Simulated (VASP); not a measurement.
Zr3Cl:

```
Zr Cl
1.0
     4.17824    0.00000    0.00000
     0.00000    4.17824    0.00000
     0.00000    0.00000    4.17824
Zr Cl
3 1
Cartesian
  0.0000 2.0891 2.0891
  2.0891 0.0000 2.0891
  2.0891 2.0891 0.0000
  0.0000 0.0000 0.0000
```

```yaml
Program: VASP 6.6.1
Task: relaxation of cell and atoms
Functional: PBE
Potentials_or_basis: VASP PAW PBE potentials, release 64 (Zr_sv, Cl)
Cutoff: 600 eV
k_mesh: 4 × 4 × 4
Occupations: gaussian, width 0.1 eV
Spin: no spin polarisation
```

At the start: pressure 15.2 GPa; volume 18.24 Å³/atom.

Problem. How do energy, volume and symmetry change on relaxing?

Solution. Over 3 steps the energy falls by 129.1 meV/atom and the volume is 21.40 Å³/atom (+17.3 %); space group Pm-3m (No. 221, to 0.05 Å).

Step by step:
```csv
step,energy change (eV),largest force (eV/Å),pressure (GPa),volume (Å³)
1,0.0000,0.0000,15.18,72.94
2,-0.4156,0.0000,-4.39,92.75
3,-0.5164,0.0000,0.04,85.58
```

Final structure:
```
CELL_PARAMETERS angstrom
4.40681 0.00000 0.00000
0.00000 4.40681 0.00000
0.00000 0.00000 4.40681
ATOMIC_POSITIONS crystal
Zr 0.00000 0.50000 0.50000
Zr 0.50000 0.00000 0.50000
Zr 0.50000 0.50000 0.00000
Cl 0.00000 0.00000 0.00000
```

Caveat: the k points lie up to 0.36 Å⁻¹ apart in the final cell; the volume moved by over 15 % at a fixed basis, so the end points are rough; an odd number of electrons without spin polarisation forces a metal; a magnetic or distorted state may lie lower.
